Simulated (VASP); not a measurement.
# SrTiO3 (Amm2) in VASP: single point with PBE

Aim: the single point of SrTiO3 with PBE.

Program: VASP 6.6.1. These are calculated values, not measurements. Logs are shortened: lines on timing, memory, paths and dates and some standing lists are left out, and cuts for length are marked.

## (1) The cell of the first run

Symmetry: Amm2, No. 38, orthorhombic system. Conventional cell: a = 3.936 Å, b = 5.567 Å, c = 5.567 Å, α = 90.00°, β = 90.00°, γ = 90.00°. Sr (site symmetry mm2) has 12 O at 2.76 to 2.81 Å and 8 Ti at 3.39 to 3.43 Å within 3.6 Å. Ti (site symmetry mm2) has 6 O at 1.97 Å within 2.6 Å. Within 2.6 Å of O (site symmetry mm2) lie 2 Ti at 1.97 Å. O (site symmetry m) has 2 Ti at 1.97 Å within 2.6 Å.

## (2) Single point, PBE

INCAR reads:

```
SYSTEM = SrTiO3
PREC     = Accurate       ! precision mode
ENCUT    = 520            ! plane-wave cutoff, eV
EDIFF    = 1E-6           ! SCF threshold, eV
ISMEAR   = 0              ! smearing method
SIGMA    = 0.05           ! smearing width, eV
LREAL    = .False.        ! projectors in reciprocal space
LASPH    = .True.         ! aspherical terms in the spheres
NELM     = 60             ! most SCF steps
ALGO     = Normal         ! electronic algorithm
ISIF     = 2              ! what is computed and relaxed
LWAVE    = .False.        ! write WAVECAR
LCHARG   = .False.        ! write CHGCAR
GGA      = PE             ! functional
NBANDS   = 28             ! bands
```

KPOINTS reads:

```
Automatic mesh
0
Gamma
  8 8 8
  0 0 0
```

POSCAR reads:

```
SrTiO3
1.0
    3.9364035669      0.0000000000      0.0000000000
    0.0000000000      3.9364035669      0.0000000000
    0.0000000000      0.0000000000      3.9364035669
Sr Ti O
1 1 3
Direct
    0.0000000000     -0.0044908174     -0.0044908174
    0.5000000000      0.5000000000      0.5000000000
    0.0000000000      0.5000000000      0.5000000000
    0.5000000000      0.0000000000      0.5000000000
    0.5000000000      0.5000000000      0.0000000000
```

Potentials or basis: VASP PAW PBE potentials, release 64 (Sr_sv, Ti_sv, O).

Run with:

```bash
$ cat potpaw_PBE.64/Sr_sv/POTCAR potpaw_PBE.64/Ti_sv/POTCAR potpaw_PBE.64/O/POTCAR > POTCAR
$ mpirun -np 1 vasp_std > vasp.out
```

OUTCAR:

```text
SYSTEM = SrTiO3
   PREC = Accurate
   ENCUT = 520
   EDIFF = 1E-6
   ISMEAR = 0
   LREAL = .False.
   LASPH = .True.
   NELM = 60
   ISIF = 2
   GGA = PE

 ion  position               nearest neighbor table
   1  0.000  0.996  0.996-   3 2.76   4 2.77   5 2.77   4 2.77   5 2.77   3 2.78   3 2.78   5 2.80
                             4 2.80   4 2.80   5 2.80   3 2.81   2 3.39   2 3.39   2 3.41   2 3.41
   2  0.500  0.500  0.500-   3 1.97   4 1.97   5 1.97   5 1.97   4 1.97   3 1.97   1 3.39   1 3.39
                             1 3.41   1 3.41   1 3.41   1 3.41   1 3.43   1 3.43
   3  0.000  0.500  0.500-   2 1.97   2 1.97   1 2.76   1 2.78   1 2.78   1 2.81
   4  0.500  0.000  0.500-   2 1.97   2 1.97   1 2.77   1 2.77   1 2.80   1 2.80
   5  0.500  0.500  0.000-   2 1.97   2 1.97   1 2.77   1 2.77   1 2.80   1 2.80

  LATTYP: Found a simple cubic cell.
 ALAT       =     3.9364035669

  Lattice vectors:

 A1 = (   3.9364035669,   0.0000000000,   0.0000000000)
 A2 = (   0.0000000000,   3.9364035669,   0.0000000000)
 A3 = (   0.0000000000,   0.0000000000,   3.9364035669)

Analysis of symmetry for initial positions (statically):
=====================================================================
 Subroutine PRICEL returns:
 Original cell was already a primitive cell.

 Routine SETGRP: Setting up the symmetry group for a
 simple cubic supercell.

 Subroutine GETGRP returns: Found  4 space group operations
 (whereof  4 operations were pure point group operations)
 out of a pool of 48 trial point group operations.

The static configuration has the point symmetry C_2v.

Analysis of symmetry for dynamics (positions and initial velocities):
=====================================================================
 Subroutine PRICEL returns:
 Original cell was already a primitive cell.

 Routine SETGRP: Setting up the symmetry group for a
 simple cubic supercell.

 Subroutine GETGRP returns: Found  4 space group operations
 (whereof  4 operations were pure point group operations)
 out of a pool of 48 trial point group operations.

The dynamic configuration has the point symmetry C_2v.

 Subroutine INISYM returns: Found  4 space group operations
 (whereof  4 operations are pure point group operations),
 and found     1 'primitive' translations

----------------------------------------------------------------------------------------

                                     Primitive cell

  volume of cell :      60.9956

  direct lattice vectors                    reciprocal lattice vectors
     3.936403567  0.000000000  0.000000000     0.254038993  0.000000000  0.000000000
     0.000000000  3.936403567  0.000000000     0.000000000  0.254038993  0.000000000
     0.000000000  0.000000000  3.936403567     0.000000000  0.000000000  0.254038993

  length of vectors
     3.936403567  3.936403567  3.936403567     0.254038993  0.254038993  0.254038993

  position of ions in fractional coordinates (direct lattice)
     0.000000000  0.995509183  0.995509183
     0.500000000  0.500000000  0.500000000
     0.000000000  0.500000000  0.500000000
     0.500000000  0.000000000  0.500000000
     0.500000000  0.500000000  0.000000000

  ion indices of the primitive-cell ions
   primitive index   ion index
                 1           1
                 2           2
                 3           3
                 4           4
                 5           5

----------------------------------------------------------------------------------------

 KPOINTS: Automatic mesh

Automatic generation of k-mesh.
 Grid dimensions read from file:
 generate k-points for:    8    8    8

 Generating k-lattice:

  Cartesian coordinates                     Fractional coordinates (reciprocal lattice)
     0.031754874  0.000000000  0.000000000     0.125000000  0.000000000  0.000000000
     0.000000000  0.031754874  0.000000000     0.000000000  0.125000000  0.000000000
     0.000000000  0.000000000  0.031754874     0.000000000  0.000000000  0.125000000

  Length of vectors
     0.031754874  0.031754874  0.031754874

  Shift w.r.t. Gamma in fractional coordinates (k-lattice)
     0.000000000  0.000000000  0.000000000

 Subroutine IBZKPT returns following result:
 ===========================================

 Found    105 irreducible k-points:

 Following reciprocal coordinates:
            Coordinates               Weight
  0.000000  0.000000  0.000000      1.000000
  0.125000  0.000000  0.000000      2.000000
  0.000000  0.125000  0.000000      4.000000
  0.250000  0.000000  0.000000      2.000000
  0.000000  0.250000  0.000000      4.000000
  0.375000  0.000000  0.000000      2.000000
[... 16 lines left out ...]
  0.125000  0.000000  0.500000      4.000000
  0.250000  0.250000  0.000000      8.000000
 [... further k-points ...]
   k-points           NKPTS =    105   k-points in BZ     NKDIM =    105   number of bands    NBANDS=     28
   number of dos      NEDOS =    301   number of ions     NIONS =      5
   total plane-waves  NPLWV =  27000
   dimension x,y,z NGX =    30 NGY =   30 NGZ =   30
   dimension x,y,z NGXF=    60 NGYF=   60 NGZF=   60
   ions per type =               1   1   3
   NGX,Y,Z   is equivalent  to a cutoff of  12.67, 12.67, 12.67 a.u.
   NGXF,Y,Z  is equivalent  to a cutoff of  25.34, 25.34, 25.34 a.u.
 SYSTEM =  SrTiO3
   PREC   = accura    normal or accurate (medium, high low for compatibility)
   ISTART =      0    job   : 0-new  1-cont  2-samecut
   ICHARG =      2    charge: 1-file 2-atom 10-const
   ISPIN  =      1    spin polarized calculation?
   LNONCOLLINEAR =      F non collinear calculations
   LSORBIT =      F    spin-orbit coupling
   LASPH  =      T    aspherical Exc in radial PAW
   ENCUT  =  520.0 eV  38.22 Ry    6.18 a.u.   7.32  7.32  7.32*2*pi/ulx,y,z
   NELM   =     60;   NELMIN=  2; NELMDL= -5     # of ELM steps
   EDIFF  = 0.1E-05   stopping-criterion for ELM
   LREAL  =      F    real-space projection
   EDIFFG = 0.1E-04   stopping-criterion for IOM
   NSW    =      0    number of steps for IOM
   IBRION =     -1    ionic relax: 0-MD 1-quasi-New 2-CG
   NFREE  =      0    steps in history (QN), initial steepest desc. (CG)
   ISIF   =      2    stress and relaxation
   ISYM   =      2    0-nonsym 1-usesym 2-fastsym
   POTIM  = 0.5000    time-step for ionic-motion
   TEBEG  =    0.0;   TEEND  =   0.0 temperature during run
   PSTRESS=    0.0 pullay stress
   NELECT =      40.0000    total number of electrons
   NUPDOWN=      -1.0000    fix difference up-down
   EMIN   =  10.00;   EMAX   =-10.00  energy-range for DOS
   EFERMI =   0.00;   METHOD = LEGACY
   ISMEAR =     0;   SIGMA  =   0.05  broadening in eV -4-tet -1-fermi 0-gaus
   EFERMI_NEDOS =   21; number of points for ismear=-14 and -15
   IALGO  =     38    algorithm
   IMIX   =      4    mixing-type and parameters
     AMIX     =   0.40;   BMIX     =  1.00
     AMIX_MAG =   1.60;   BMIX_MAG =  1.00
  volume/ion in A,a.u.               =      12.20        82.32
  Fermi-wavevector in a.u.,A,eV,Ry     =   1.422313  2.687782 27.524240  2.022975
  Thomas-Fermi vector in A             =   2.543030
   LORBIT       =      0    0 simple, 1 ext, 2 COOP (PROOUT), +10 PAW based schemes
   GGA     = PE    functional components
   LHFCALC =     F    Hartree Fock is set to
   AEXX    =    0.0000 exact exchange contribution
   IVDW    =     0    specifies the selected vdW correction
   LEPSILON=     F    determine dielectric tensor
   LRPA    =     F    only Hartree local field effects (RPA)
 non-spin polarized calculation
 Gauss-broadening in eV      SIGMA  =   0.05
  energy-cutoff  :      520.00
  volume of cell :       61.00
 maximum number of plane-waves:      1671
 NGX is ok and might be reduce to    30
   NGX = 15   NGY = 15   NGZ = 15

 number of electron      39.9999990 magnetization

 Free energy of the ion-electron system (eV)
  ---------------------------------------------------
  ext. energy  EPLUGINS =         0.00000000
  ---------------------------------------------------
  free energy    TOTEN  =       -40.10220649 eV

  energy without entropy =      -40.10220649  energy(sigma->0) =      -40.10220649

 E-fermi :   4.3618     XC(G=0): -11.1444

 val. band max:        3.9697124873   @ k =   0.5000   0.5000   0.5000
 cond. band min:       5.7797431920   @ k =   0.0000   0.0000   0.0000
 fundamental gap:      1.8100307047
 Fermi energy:         4.3617770186

 k-point     1 :       0.0000    0.0000    0.0000
  band No.  band energies     occupation
      1     -52.5946      2.00000
      2     -28.8938      2.00000
      3     -28.8256      2.00000
      4     -28.8255      2.00000
      5     -28.8254      2.00000
      6     -13.3715      2.00000
[... 20 lines left out ...]
     27       9.3494      0.00000
     28       9.9711      0.00000

 k-point     2 :       0.1250    0.0000    0.0000
  band No.  band energies     occupation
      1     -52.5944      2.00000
      2     -28.9110      2.00000
      3     -28.8253      2.00000
      4     -28.8251      2.00000
      5     -28.8144      2.00000
      6     -13.3771      2.00000
[... 20 lines left out ...]
     27       9.6163      0.00000
     28      10.3393      0.00000

 k-point     3 :       0.0000    0.1250    0.0000
  band No.  band energies     occupation
      1     -52.5944      2.00000
      2     -28.9109      2.00000
      3     -28.8252      2.00000
      4     -28.8252      2.00000
      5     -28.8144      2.00000
      6     -13.3772      2.00000
[... 20 lines left out ...]
     27       9.6168      0.00000
     28      10.3393      0.00000

 k-point     4 :       0.2500    0.0000    0.0000
  band No.  band energies     occupation
      1     -52.5939      2.00000
      2     -28.9438      2.00000
      3     -28.8243      2.00000
      4     -28.8242      2.00000
      5     -28.7965      2.00000
      6     -13.4366      2.00000
[... 20 lines left out ...]
     27      10.2576      0.00000
     28      11.3487      0.00000

 k-point     5 :       0.0000    0.2500    0.0000
  band No.  band energies     occupation
      1     -52.5939      2.00000
      2     -28.9438      2.00000
      3     -28.8243      2.00000
      4     -28.8243      2.00000
      5     -28.7965      2.00000
      6     -13.4368      2.00000
[... 20 lines left out ...]
     27      10.2583      0.00000
     28      11.3488      0.00000

 k-point     6 :       0.3750    0.0000    0.0000
  band No.  band energies     occupation
      1     -52.5934      2.00000
      2     -28.9720      2.00000
      3     -28.8234      2.00000
      4     -28.8233      2.00000
      5     -28.7831      2.00000
      6     -13.5348      2.00000
[... 463 lines left out ...]
      5     -28.7845      2.00000
      6     -13.4978      2.00000
[... 20 lines left out ...]
     27      11.5205      0.00000
     28      12.1107      0.00000

 k-point    22 :       0.0000    0.5000    0.1250
  band No.  band energies     occupation
      1     -52.5931      2.00000
      2     -28.9740      2.00000
      3     -28.8324      2.00000
      4     -28.8227      2.00000
      5     -28.7844      2.00000
      6     -13.4980      2.00000
[... 20 lines left out ...]
     27      11.5210      0.00000
     28      12.1097      0.00000

 k-point    23 :       0.1250    0.0000    0.5000
  band No.  band energies     occupation
      1     -52.5931      2.00000
      2     -28.9740      2.00000
      3     -28.8325      2.00000
      4     -28.8226      2.00000
      5     -28.7844      2.00000
      6     -13.4980      2.00000
[... 20 lines left out ...]
     27      11.5212      0.00000
     28      12.1100      0.00000

 k-point    24 :       0.2500    0.2500    0.0000
  band No.  band energies     occupation
      1     -52.5932      2.00000
      2     -28.9380      2.00000
      3     -28.8563      2.00000
      4     -28.8230      2.00000
      5     -28.7917      2.00000
      6     -13.2977      2.00000
[... 20 lines left out ...]
     27      11.1560      0.00000
     28      11.7649      0.00000

 [... further k-points ...]
[... 5 lines left out ...]
  --------------------------------------------------------------------------------------
  -------------------------------------------------------------------------------------
  Total        0.2627030      0.2622744      0.2622744      0.0000000      0.0058794      0.0000000
  in kB        6.9004389      6.8891817      6.8891817      0.0000000      0.1544353      0.0000000
  external PRESSURE =       6.8929341 kB  Pullay stress =       0.0000000 kB

 VOLUME and BASIS-vectors are now :
 -----------------------------------------------------------------------------
  energy-cutoff  :      520.00
  volume of cell :       61.00
      direct lattice vectors                 reciprocal lattice vectors
     3.936403567  0.000000000  0.000000000     0.254038993  0.000000000  0.000000000
     0.000000000  3.936403567  0.000000000     0.000000000  0.254038993  0.000000000
     0.000000000  0.000000000  3.936403567     0.000000000  0.000000000  0.254038993

 POSITION                                       TOTAL-FORCE (eV/Angst)
 -----------------------------------------------------------------------------------
      0.00000      3.91873      3.91873         0.000000      0.059905      0.059905
      1.96820      1.96820      1.96820         0.000000     -0.050320     -0.050320
      0.00000      1.96820      1.96820         0.000000      0.005152      0.005152
      1.96820      0.00000      1.96820         0.000000     -0.019947      0.005210
      1.96820      1.96820      0.00000         0.000000      0.005210     -0.019947
 -----------------------------------------------------------------------------------
    total drift:                                0.000000     -0.000003     -0.000003

  FREE ENERGIE OF THE ION-ELECTRON SYSTEM (eV)
  ---------------------------------------------------
  free  energy   TOTEN  =       -40.1022064858 eV

  energy  without entropy=      -40.1022064858  energy(sigma->0) =      -40.10220649
```

Run time: 2.4 min. Hardware: 1 thread of Intel Xeon Platinum 8488C (Sapphire Rapids), shared host; peak memory 0.29 GiB.

Results:

- Free energy: -40.1022 eV
- Pressure: 0.7 GPa
- Largest force: 0.085 eV/Å
- Band gap on the k mesh: 1.81 eV, indirect (least direct gap 2.18 eV)

Forces on the atoms (eV/Å):
```
Sr   0.000  0.060  0.060
Ti   0.000 -0.050 -0.050
O    0.000  0.005  0.005
O    0.000 -0.020  0.005
O    0.000  0.005 -0.020
```

Levels at points of the mesh, in eV from the valence-band top:
```tsv
k point	band 17	band 18	band 19	band 20	band 21	band 22	band 23	band 24
(0.00, 0.00, 0.00)	-1.13	-0.37	-0.37	-0.37	1.81	1.81	1.81	4.14
(0.50, 0.00, 0.00)	-2.29	-1.91	-0.73	-0.73	1.97	3.66	3.66	4.15
(0.00, 0.50, 0.00)	-2.29	-1.91	-0.73	-0.73	1.97	3.66	3.66	4.15
(0.50, 0.50, 0.00)	-1.74	-1.54	-1.54	-0.09	3.66	3.66	4.11	5.08
(0.00, 0.50, 0.50)	-1.74	-1.54	-1.54	-0.09	3.66	3.66	4.11	5.08
(0.50, 0.50, 0.50)	-3.67	0.00	0.00	0.00	4.31	4.31	4.31	6.85
```

Caveat: the cell differs from its parent crystal (all Sr atoms moved +0.025 Å, as atom 1 towards its neighbour atom 3 (O) at 2.783 Å).
